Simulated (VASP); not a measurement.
# ZnO (P6_3mc) in VASP: single point with PBEsol

Aim: the single point of ZnO with PBEsol.

Everything below comes from runs of VASP 6.6.1. Logs are shortened: lines on timing, memory, paths and dates and some standing lists are left out, and cuts for length are marked.

**The experiment to reproduce.**

From “Electronic structure of alkaline earth and post-transition metal oxides”, 2009, arxiv:0908.1581, for a bulk crystal of ZnO: band gap 3.37 eV.

The runs below are set against these values where they give the same quantity.

## 1. The cell of the first run

It takes space group P6_3mc (No. 186, hexagonal). Conventional cell: a = 3.230 Å, b = 3.230 Å, c = 5.214 Å, α = 90.00°, β = 90.00°, γ = 120.00°. Within 2.6 Å of Zn (site symmetry 3m) lie 4 O at 1.97 to 1.98 Å. Within 2.6 Å of O (site symmetry 3m) lie 4 Zn at 1.97 to 1.98 Å.

## 2. Single point, PBEsol

Contents of INCAR:

```
PREC     = Accurate       # precision mode
ENCUT    = 1340           # plane-wave cutoff, eV
EDIFF    = 1E-6           # SCF threshold, eV
ISMEAR   = 0              # smearing method
SIGMA    = 0.02           # smearing width, eV
LREAL    = False          # projectors in reciprocal space
LASPH    = True           # aspherical terms in the spheres
NELM     = 120            # most SCF steps
ALGO     = Normal         # electronic algorithm
ISIF     = 2              # what is computed and relaxed
LWAVE    = False          # write WAVECAR
LCHARG   = False          # write CHGCAR
GGA      = PS             # functional
NBANDS   = 26             # bands
GGA_COMPAT= False
```

Contents of KPOINTS:

```
Automatic mesh
0
Gamma
  6 6 4
```

Contents of POSCAR:

```
ZnO
1.0
    3.2300572067      0.0000000000      0.0000000000
   -1.6150286033      2.7973115966      0.0000000000
    0.0000000000      0.0000000000      5.2141142653
Zn O
2 2
Direct
    0.3333333333      0.6666666667      0.5000326392
    0.6666666667      0.3333333333      0.0000326392
    0.6666666667      0.3333333333      0.3789773608
    0.3333333333      0.6666666667      0.8789773608
```

Potentials or basis: VASP PAW PBE potentials, release 64 (Zn, O_h).

Started as:

```bash
cat potpaw_PBE.64/Zn/POTCAR potpaw_PBE.64/O_h/POTCAR > POTCAR
mpirun -np 1 vasp_std > vasp.out
```

OUTCAR:

```text
PREC = Accurate
   ENCUT = 1340
   EDIFF = 1E-6
   ISMEAR = 0
   LREAL = False
   LASPH = True
   NELM = 120
   ISIF = 2
   GGA = PS

 ion  position               nearest neighbor table
   1  0.333  0.667  0.500-   3 1.97   3 1.97   3 1.97   4 1.98
   2  0.667  0.333  0.000-   4 1.97   4 1.97   4 1.97   3 1.98
   3  0.667  0.333  0.379-   1 1.97   1 1.97   1 1.97   2 1.98
   4  0.333  0.667  0.879-   2 1.97   2 1.97   2 1.97   1 1.98

  LATTYP: Found a hexagonal cell.
 ALAT       =     3.2300572067
 C/A-ratio  =     1.6142482723

  Lattice vectors:

 A1 = (   3.2300572067,   0.0000000000,   0.0000000000)
 A2 = (  -1.6150286033,   2.7973115966,   0.0000000000)
 A3 = (   0.0000000000,   0.0000000000,   5.2141142653)

Analysis of symmetry for initial positions (statically):
=====================================================================
 Subroutine PRICEL returns:
 Original cell was already a primitive cell.

 Routine SETGRP: Setting up the symmetry group for a
 hexagonal supercell.

 Subroutine GETGRP returns: Found 12 space group operations
 (whereof  6 operations were pure point group operations)
 out of a pool of 24 trial point group operations.

The static configuration has the point symmetry C_3v.
 The point group associated with its full space group is C_6v.

Analysis of symmetry for dynamics (positions and initial velocities):
=====================================================================
 Subroutine PRICEL returns:
 Original cell was already a primitive cell.

 Routine SETGRP: Setting up the symmetry group for a
 hexagonal supercell.

 Subroutine GETGRP returns: Found 12 space group operations
 (whereof  6 operations were pure point group operations)
 out of a pool of 24 trial point group operations.

The dynamic configuration has the point symmetry C_3v.
 The point group associated with its full space group is C_6v.

 Subroutine INISYM returns: Found 12 space group operations
 (whereof  6 operations are pure point group operations),
 and found     1 'primitive' translations

----------------------------------------------------------------------------------------

                                     Primitive cell

  volume of cell :      47.1120

  direct lattice vectors                    reciprocal lattice vectors
     3.230057207  0.000000000  0.000000000     0.309592040  0.178743048  0.000000000
    -1.615028603  2.797311597  0.000000000     0.000000000  0.357486095  0.000000000
     0.000000000  0.000000000  5.214114265     0.000000000  0.000000000  0.191787128

[... 84 lines left out ...]
   LREAL  =      F    real-space projection
   EDIFFG = 0.1E-04   stopping-criterion for IOM
   NSW    =      0    number of steps for IOM
   IBRION =     -1    ionic relax: 0-MD 1-quasi-New 2-CG
   NFREE  =      0    steps in history (QN), initial steepest desc. (CG)
   ISIF   =      2    stress and relaxation
   ISYM   =      2    0-nonsym 1-usesym 2-fastsym
   POTIM  = 0.5000    time-step for ionic-motion
   TEBEG  =    0.0;   TEEND  =   0.0 temperature during run
   PSTRESS=    0.0 pullay stress
   NELECT =      36.0000    total number of electrons
   NUPDOWN=      -1.0000    fix difference up-down
   EMIN   =  10.00;   EMAX   =-10.00  energy-range for DOS
   EFERMI =   0.00;   METHOD = LEGACY
   ISMEAR =     0;   SIGMA  =   0.02  broadening in eV -4-tet -1-fermi 0-gaus
   EFERMI_NEDOS =   21; number of points for ismear=-14 and -15
   IALGO  =     38    algorithm
   IMIX   =      4    mixing-type and parameters
     AMIX     =   0.40;   BMIX     =  1.00
     AMIX_MAG =   1.60;   BMIX_MAG =  1.00
  volume/ion in A,a.u.               =      11.78        79.48
  Fermi-wavevector in a.u.,A,eV,Ry     =   1.496690  2.828334 30.478143  2.240080
  Thomas-Fermi vector in A             =   2.608674
   LORBIT       =      0    0 simple, 1 ext, 2 COOP (PROOUT), +10 PAW based schemes
   GGA     = PS    functional components
   LHFCALC =     F    Hartree Fock is set to
   AEXX    =    0.0000 exact exchange contribution
   IVDW    =     0    specifies the selected vdW correction
   LEPSILON=     F    determine dielectric tensor
   LRPA    =     F    only Hartree local field effects (RPA)
 non-spin polarized calculation
 Gauss-broadening in eV      SIGMA  =   0.02
  energy-cutoff  :     1340.00
  volume of cell :       47.11
 maximum number of plane-waves:      5299
 NGX is ok and might be reduce to    40
   NGX = 19   NGY = 19   NGZ = 31

 number of electron      36.0000000 magnetization

 Free energy of the ion-electron system (eV)
  ---------------------------------------------------
  ext. energy  EPLUGINS =         0.00000000
  ---------------------------------------------------
  free energy    TOTEN  =       -19.42098849 eV

  energy without entropy =      -19.42098849  energy(sigma->0) =      -19.42098849

 E-fermi :   1.5644     XC(G=0): -11.2445

 val. band max:        1.4742048823   @ k =   0.0000   0.0000   0.0000
 cond. band min:       2.1651281832   @ k =   0.0000   0.0000   0.0000
 fundamental gap:      0.6909233009
 Fermi energy:         1.5643594844

 k-point     1 :       0.0000    0.0000    0.0000
  band No.  band energies     occupation
      1     -16.6547      2.00000
      2     -15.8990      2.00000
      3      -4.3367      2.00000
      4      -4.2947      2.00000
      5      -4.2947      2.00000
      6      -4.2516      2.00000
[... 598 lines left out ...]
     25      17.0056      0.00000
     26      17.0064      0.00000

------------------------ aborting loop because EDIFF is reached ----------------------------------------

  FORCE on cell =-STRESS in cart. coord.  units (eV):
  Direction    XX          YY          ZZ          XY          YZ          ZX
  --------------------------------------------------------------------------------------
  -------------------------------------------------------------------------------------
  Total        0.2366321      0.2366321      0.2322283      0.0000000      0.0000000      0.0000000
  in kB        8.0473460      8.0473460      7.8975822      0.0000000      0.0000000      0.0000000
  external PRESSURE =       7.9974247 kB  Pullay stress =       0.0000000 kB

 VOLUME and BASIS-vectors are now :
 -----------------------------------------------------------------------------
  energy-cutoff  :     1340.00
  volume of cell :       47.11
      direct lattice vectors                 reciprocal lattice vectors
     3.230057207  0.000000000  0.000000000     0.309592040  0.178743048  0.000000000
    -1.615028603  2.797311597  0.000000000     0.000000000  0.357486095  0.000000000
     0.000000000  0.000000000  5.214114265     0.000000000  0.000000000  0.191787128

 POSITION                                       TOTAL-FORCE (eV/Angst)
 -----------------------------------------------------------------------------------
     -0.00000      1.86487      2.60723         0.000000     -0.000000      0.000841
      1.61503      0.93244      0.00017         0.000000     -0.000000      0.000841
      1.61503      0.93244      1.97603         0.000000     -0.000000     -0.000841
     -0.00000      1.86487      4.58309        -0.000000      0.000000     -0.000841
 -----------------------------------------------------------------------------------
    total drift:                                0.000000     -0.000000     -0.000086

  FREE ENERGIE OF THE ION-ELECTRON SYSTEM (eV)
  ---------------------------------------------------
  free  energy   TOTEN  =       -19.4209884889 eV

  energy  without entropy=      -19.4209884889  energy(sigma->0) =      -19.42098849
```

stdout:

```text
POSCAR found type information on POSCAR ZnO
 POSCAR found :  2 types and       4 ions
 scaLAPACK will be used
 -----------------------------------------------------------------------------
|                                                                             |
|                                                                             |
|     You enforced a specific xc type in the INCAR file but a different       |
|     I HOPE YOU KNOW WHAT YOU ARE DOING!                                     |
|                                                                             |
 -----------------------------------------------------------------------------

 LDA part: xc-table for (Slater+PW92), standard interpolation
 POSCAR, INCAR and KPOINTS ok, starting setup
 FFT: planning ... GRIDC
 FFT: planning ... GRID_SOFT
 FFT: planning ... GRID
 WAVECAR not read
 entering main loop
```

Run time: 2.1 min. Hardware: 1 thread of Intel Xeon Platinum 8259CL at 2.50GHz (Skylake/Cascade Lake), shared host; peak memory 0.35 GiB.

Results:

| Property | Result |
| --- | --- |
| Free energy | -19.4210 eV |
| Pressure | 0.8 GPa |
| Band gap on the k mesh | 0.69 eV |

Caveat: semilocal functionals underestimate gaps, and a narrow one can read as zero; the PAW data sets were made with another functional, which shifts forces and pressure a little.

## 3. Comparison with measurements

Step 2. Against the measured gap of ZnO, 3.37 eV (quoted in “Electronic structure of alkaline earth and post-transition metal oxides”, 2009, arxiv:0908.1581), the calculated 0.69 eV is off by -2.68 eV. So large a miss can be the level of theory's own, or it may mean another phase, state or a wrong row. The value is that of PBEsol, without temperature or zero-point motion. Semilocal functionals fall short of measured gaps as a rule.
